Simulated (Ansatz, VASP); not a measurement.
## Two plane-wave programs on Si4Cl

```
CELL_PARAMETERS angstrom
-3.44049 3.44049 2.13817
3.44049 -3.44049 2.13817
3.44049 3.44049 -2.13817
ATOMIC_POSITIONS crystal
Si 0.18063 0.18063 0.36126
Si 0.81937 0.81937 0.63874
Si 0.18063 0.81937 0.00000
Si 0.81937 0.18063 0.00000
Cl 0.50000 0.50000 0.00000
```

Alike in both runs: functional PBE; k mesh 4 × 4 × 4; occupations gaussian, width 0.2 eV; no spin polarisation.

Ansatz relaxed the structure, and its values are those at the end. VASP's run is a single point on that final structure, the one shown.

|  | VASP | Ansatz |
| --- | --- | --- |
| version | VASP 6.6.1 | Ansatz 0.2.0 |
| potentials or method | VASP PAW PBE potentials, release 64 (Si, Cl), cutoff 500 eV | scalar-relativistic, plane waves, PAW |
| valence electrons in the cell | 23 | 23 |

```tsv
	VASP	Ansatz	Ansatz less VASP
gap on the k mesh at the Fermi level (eV)	none	none	-
pressure (GPa)	-0.3	-0.2	+0.07
rms of the force components (eV/Å)	0.024	0.025	+0.0013
```

A gap of «none» marks a metal or a gap that the smearing closes.

The k mesh is coarse, so the values compare programs but aren't converged.
